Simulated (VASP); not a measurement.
# CaPb2F6 in VASP: notebook, part 3 of 3

VASP 6.6.1. The steps go on from the part before.

**5. Single point, PBE**

INCAR reads:

```
SYSTEM = CaPb2F6
PREC = Accurate ; ENCUT = 520
EDIFF = 1E-6 ; ISMEAR = 0
SIGMA = 0.1 ; LREAL = Auto
LASPH = .True. ; NELM = 60
ALGO = Normal ; ISIF = 2
LWAVE = .False. ; LCHARG = .False.
GGA = PE ; ISYM = 0
NBANDS = 95
```

KPOINTS reads:

```
regular mesh
0
Gamma
  3 2 2
  0 0 0
```

POSCAR reads:

```
CaPb2F6
1.0
    5.8458450422      2.9251140493     -2.9241441645
    2.9234653484      5.8439029927      2.9189047133
    5.8446993362     -2.9232445735      2.9237222283
F Ca Pb
12 2 4
Direct
    0.4587498434      0.3315508297      0.6225519924
    0.7843167408      0.6650486940      0.6446323154
    0.9494422804      0.3317102131      0.1130447210
    0.2946222469      0.6775627567      0.1131762530
    0.6405309947      0.9855542410      0.1133541931
    0.1179481699      0.9980435586      0.6445509277
    0.3712288914      0.9855369944      0.8852374278
    0.7163763164      0.3314877710      0.8853358670
    0.8814836683      0.9981444443      0.3537996055
    0.2070438855      0.3316195798      0.3758028506
    0.5479217421      0.6650852309      0.3538872118
    0.0251704301      0.6777156062      0.8850700027
    0.9994891259      0.9985769275      0.9991973807
    0.6664533815      0.6644893985      0.9992098842
    0.5028273640      0.9918225483      0.4991660275
    0.8330280467      0.3315548853      0.4991892912
    0.3330185422      0.3314931377      0.9991481538
    0.1630532810      0.6712792016      0.4992423399
```

Potentials or basis: VASP PAW PBE potentials, release 64 (F, Ca_sv, Pb_d).

Launch:

```bash
$ cat potpaw_PBE.64/F/POTCAR potpaw_PBE.64/Ca_sv/POTCAR potpaw_PBE.64/Pb_d/POTCAR > POTCAR
$ mpirun -np 1 vasp_std > vasp.out
```

OUTCAR:

```text
SYSTEM = CaPb2F6
   PREC = Accurate
   ENCUT = 520
   EDIFF = 1E-6
   ISMEAR = 0
   LREAL = Auto
   LASPH = .True.
   NELM = 60
   ISIF = 2
   GGA = PE
   ISYM = 0

 ion  position               nearest neighbor table
   1  0.459  0.332  0.623-  16 2.53  17 2.54  18 2.56  15 2.56
   2  0.784  0.665  0.645-  14 2.39  15 2.55  16 2.58  18 2.58
   3  0.949  0.332  0.113-  14 2.46  13 2.46  17 2.59  16 2.61
   4  0.295  0.678  0.113-  13 2.46  14 2.47  17 2.59  18 2.61
   5  0.641  0.986  0.113-  14 2.47  13 2.47  17 2.59  15 2.61
   6  0.118  0.998  0.645-  13 2.39  18 2.55  16 2.58  15 2.58
   7  0.371  0.986  0.885-  14 2.46  13 2.47  17 2.59  15 2.61
   8  0.716  0.331  0.885-  13 2.46  14 2.46  17 2.59  16 2.61
   9  0.881  0.998  0.354-  13 2.39  18 2.55  16 2.58  15 2.58
  10  0.207  0.332  0.376-  16 2.53  17 2.54  18 2.56  15 2.56
  11  0.548  0.665  0.354-  14 2.39  15 2.55  16 2.58  18 2.58
  12  0.025  0.678  0.885-  13 2.47  14 2.47  17 2.59  18 2.61
  13  0.999  0.999  0.999-   9 2.39   6 2.39   8 2.46   4 2.46   3 2.46  12 2.47   7 2.47   5 2.47

  14  0.666  0.664  0.999-   2 2.39  11 2.39   3 2.46   8 2.46   7 2.46   5 2.47   4 2.47  12 2.47

  15  0.503  0.992  0.499-   2 2.55  11 2.55   1 2.56  10 2.56   6 2.58   9 2.58   5 2.61   7 2.61
                            16 4.09  18 4.09  18 4.09
  16  0.833  0.332  0.499-  10 2.53   1 2.53   6 2.58   2 2.58   9 2.58  11 2.58   8 2.61   3 2.61
                            15 4.09  18 4.09  17 4.14  17 4.14
  17  0.333  0.331  0.999-   1 2.54  10 2.54   8 2.59   5 2.59   3 2.59   7 2.59   4 2.59  12 2.59
                            16 4.14  16 4.14
  18  0.163  0.671  0.499-   6 2.55   9 2.55   1 2.56  10 2.56  11 2.58   2 2.58  12 2.61   4 2.61
                            16 4.09  15 4.09  15 4.09

IMPORTANT INFORMATION: All symmetrisations will be switched off!
NOSYMM: (Re-)initialisation of all symmetry stuff for point group C_1.

----------------------------------------------------------------------------------------

                                     Primitive cell

  volume of cell :     299.5296

  direct lattice vectors                    reciprocal lattice vectors
     5.845845042  2.925114049 -2.924144164     0.085529526  0.028420299 -0.142563091
     2.923465348  5.843902993  2.918904713    -0.000014130  0.114120190  0.114129793
     5.844699336 -2.923244573  2.923722228     0.085555976 -0.085507749  0.085504354

  length of vectors
     7.161062460  7.156665184  7.159191353     0.168663120  0.161397111  0.148129655

  position of ions in fractional coordinates (direct lattice)
     0.458749843  0.331550830  0.622551992
     0.784316741  0.665048694  0.644632315
     0.949442280  0.331710213  0.113044721
     0.294622247  0.677562757  0.113176253
     0.640530995  0.985554241  0.113354193
     0.117948170  0.998043559  0.644550928
[... 10 lines left out ...]
     0.333018542  0.331493138  0.999148154
     0.163053281  0.671279202  0.499242340

  ion indices of the primitive-cell ions
   primitive index   ion index
                 1           1
                 2           2
                 3           3
                 4           4
                 5           5
                 6           6
[... 10 lines left out ...]
                17          17
                18          18

----------------------------------------------------------------------------------------

 KPOINTS: regular mesh
[... 30 lines left out ...]
  0.333333 -0.000000  0.500000      2.000000
 -0.000000  0.500000  0.500000      1.000000
  0.333333  0.500000  0.500000      2.000000
   k-points           NKPTS =      8   k-points in BZ     NKDIM =      8   number of bands    NBANDS=     95
   number of dos      NEDOS =    301   number of ions     NIONS =     18
   total plane-waves  NPLWV = 157464
   dimension x,y,z NGX =    54 NGY =   54 NGZ =   54
   dimension x,y,z NGXF=   108 NGYF=  108 NGZF=  108
   ions per type =              12   2   4
   NGX,Y,Z   is equivalent  to a cutoff of  12.54, 12.54, 12.54 a.u.
   NGXF,Y,Z  is equivalent  to a cutoff of  25.07, 25.09, 25.08 a.u.
 SYSTEM =  CaPb2F6
   PREC   = accura    normal or accurate (medium, high low for compatibility)
   ISTART =      0    job   : 0-new  1-cont  2-samecut
   ICHARG =      2    charge: 1-file 2-atom 10-const
   ISPIN  =      1    spin polarized calculation?
   LNONCOLLINEAR =      F non collinear calculations
   LSORBIT =      F    spin-orbit coupling
   LASPH  =      T    aspherical Exc in radial PAW
   ENCUT  =  520.0 eV  38.22 Ry    6.18 a.u.  13.31 13.31 13.31*2*pi/ulx,y,z
   NELM   =     60;   NELMIN=  2; NELMDL= -5     # of ELM steps
   EDIFF  = 0.1E-05   stopping-criterion for ELM
   LREAL  =      T    real-space projection
   EDIFFG = 0.1E-04   stopping-criterion for IOM
   NSW    =      0    number of steps for IOM
   IBRION =     -1    ionic relax: 0-MD 1-quasi-New 2-CG
   NFREE  =      0    steps in history (QN), initial steepest desc. (CG)
   ISIF   =      2    stress and relaxation
   ISYM   =      0    0-nonsym 1-usesym 2-fastsym
   POTIM  = 0.5000    time-step for ionic-motion
   TEBEG  =    0.0;   TEEND  =   0.0 temperature during run
   PSTRESS=    0.0 pullay stress
   NELECT =     160.0000    total number of electrons
   NUPDOWN=      -1.0000    fix difference up-down
   EMIN   =  10.00;   EMAX   =-10.00  energy-range for DOS
   EFERMI =   0.00;   METHOD = LEGACY
   ISMEAR =     0;   SIGMA  =   0.10  broadening in eV -4-tet -1-fermi 0-gaus
   EFERMI_NEDOS =   21; number of points for ismear=-14 and -15
   IALGO  =     38    algorithm
   IMIX   =      4    mixing-type and parameters
     AMIX     =   0.40;   BMIX     =  1.00
     AMIX_MAG =   1.60;   BMIX_MAG =  1.00
  volume/ion in A,a.u.               =      16.64       112.30
  Fermi-wavevector in a.u.,A,eV,Ry     =   1.328317  2.510154 24.006459  1.764425
  Thomas-Fermi vector in A             =   2.457563
   LORBIT       =      0    0 simple, 1 ext, 2 COOP (PROOUT), +10 PAW based schemes
   GGA     = PE    functional components
   LHFCALC =     F    Hartree Fock is set to
   AEXX    =    0.0000 exact exchange contribution
   IVDW    =     0    specifies the selected vdW correction
   LEPSILON=     F    determine dielectric tensor
   LRPA    =     F    only Hartree local field effects (RPA)
 non-spin polarized calculation
 Gauss-broadening in eV      SIGMA  =   0.10
  energy-cutoff  :      520.00
  volume of cell :      299.53
 maximum number of plane-waves:      8096
 NGX is ok and might be reduce to    54
   NGX = 27   NGY = 27   NGZ = 27

 number of electron     159.9999997 magnetization

 Free energy of the ion-electron system (eV)
  ---------------------------------------------------
  ext. energy  EPLUGINS =         0.00000000
  ---------------------------------------------------
  free energy    TOTEN  =       -91.78761287 eV

  energy without entropy =      -91.78761287  energy(sigma->0) =      -91.78761287

 E-fermi :   1.6900     XC(G=0):  -9.3123

 val. band max:        1.2198061556   @ k =   0.0000   0.0000   0.0000
 cond. band min:       5.9005750482   @ k =  -0.0000   0.5000   0.0000
 fundamental gap:      4.6807688925
 Fermi energy:         1.6899823654

 k-point     1 :       0.0000    0.0000    0.0000
  band No.  band energies     occupation
      1     -36.4060      2.00000
      2     -36.3993      2.00000
      3     -19.9756      2.00000
      4     -19.8326      2.00000
      5     -19.8119      2.00000
      6     -19.7616      2.00000
[... 749 lines left out ...]
     91       8.7115      0.00000
     92       8.7477      0.00000
 [bands above 92 left out]

------------------------ aborting loop because EDIFF is reached ----------------------------------------

  FORCE on cell =-STRESS in cart. coord.  units (eV):
  Direction    XX          YY          ZZ          XY          YZ          ZX
  --------------------------------------------------------------------------------------
  -------------------------------------------------------------------------------------
  Total       -0.1899641     -0.1724030     -0.1610186      0.0470266      0.0486469     -0.0541919
  in kB       -1.0161139     -0.9221800     -0.8612852      0.2515444      0.2602113     -0.2898716
  external PRESSURE =      -0.9331930 kB  Pullay stress =       0.0000000 kB

 VOLUME and BASIS-vectors are now :
 -----------------------------------------------------------------------------
  energy-cutoff  :      520.00
  volume of cell :      299.53
      direct lattice vectors                 reciprocal lattice vectors
     5.845845042  2.925114049 -2.924144164     0.085529526  0.028420299 -0.142563091
     2.923465348  5.843902993  2.918904713    -0.000014130  0.114120190  0.114129793
     5.844699336 -2.923244573  2.923722228     0.085555976 -0.085507749  0.085504354

 POSITION                                       TOTAL-FORCE (eV/Angst)
 -----------------------------------------------------------------------------------
      7.28969      1.45957      1.44648         0.007541     -0.000438      0.003150
     10.29692      4.29628      1.53248        -0.020230      0.021094     -0.014201
      7.18075      4.38525     -1.47756         0.031185      0.000173     -0.000571
      4.36463      4.49057      1.44712         0.001769     -0.029356      0.001520
      7.28820      7.30175      1.33515         0.000683      0.002091      0.027181
      7.37446      4.29330      4.45278        -0.020770      0.014400     -0.019974
[... 10 lines left out ...]
      8.75560     -0.00942      2.91503        -0.008217     -0.003232     -0.003079
      5.83357      2.94043      2.94225         0.001743     -0.001459     -0.006426
 -----------------------------------------------------------------------------------
    total drift:                               -0.009050      0.005013     -0.011352

  FREE ENERGIE OF THE ION-ELECTRON SYSTEM (eV)
  ---------------------------------------------------
  free  energy   TOTEN  =       -91.7876128732 eV

  energy  without entropy=      -91.7876128732  energy(sigma->0) =      -91.78761287
```

It took 3.9 min on 1 thread of Intel Xeon 6975P-C (Granite Rapids), shared host; peak memory 0.46 GiB.

Results:

| Property | Result |
| --- | --- |
| Free energy | -91.7876 eV |
| Pressure | -0.1 GPa |
| Largest force | 0.034 eV/Å |
| Band gap on the k mesh | 4.68 eV (least direct gap 4.69 eV) |

Forces on the atoms (eV/Å):
```
F    0.008  0.000  0.003
F   -0.020  0.021 -0.014
F    0.031  0.000 -0.001
F    0.002 -0.029  0.002
F    0.001  0.002  0.027
F   -0.021  0.014 -0.020
F    0.001  0.026 -0.001
F   -0.031  0.004  0.001
F    0.021 -0.020  0.015
F   -0.004  0.001 -0.002
F    0.021 -0.013  0.023
F    0.002  0.000 -0.027
Ca   0.000  0.002  0.003
Ca   0.001 -0.003 -0.001
Pb   0.004  0.005  0.005
Pb  -0.010 -0.004 -0.004
Pb  -0.008 -0.003 -0.003
Pb   0.002 -0.001 -0.006
```

Caveat: the k points lie up to 0.47 Å⁻¹ apart; spin-orbit coupling is left out, which moves the levels of the heavy elements; an odd mesh through Γ misses points on the zone boundary, where band edges can lie.

**6. Overview**

```csv
cell,k mesh,gap on the mesh (eV),pressure (GPa),largest force (eV/Å)
"a = 7.164, b = 7.158, c = 7.153 Å, angles 80.4, 70.5, 60.0°, 18 atoms","2 × 2 × 2, shifted",4.82,-0.1,0.02
"a = 7.161, b = 7.157, c = 7.159 Å, angles 80.4, 70.6, 60.0°, 18 atoms","2 × 2 × 2, shifted",4.82,-0.1,0.03
"a = 7.164, b = 7.158, c = 7.153 Å, angles 80.4, 70.5, 60.0°, 18 atoms",3 × 2 × 2,4.68,-0.1,0.02
"a = 7.161, b = 7.157, c = 7.159 Å, angles 80.4, 70.6, 60.0°, 18 atoms",3 × 2 × 2,4.68,-0.1,0.03
```

Alike in all rows: task single point; level PBE; potentials or basis VASP PAW PBE potentials, release 64 (F, Ca_sv, Pb_d); no spin polarisation; cutoff (eV) 520; smearing gaussian 0.1 eV.

Caveats: some runs use coarse meshes; spin-orbit coupling is left out, which moves the levels of the heavy elements; a shifted mesh leaves out Γ, where band edges can lie (at least some runs); an odd mesh through Γ misses points on the zone boundary, where band edges can lie (at least some runs).

Absolute energies hang on the potentials; compare differences alone.
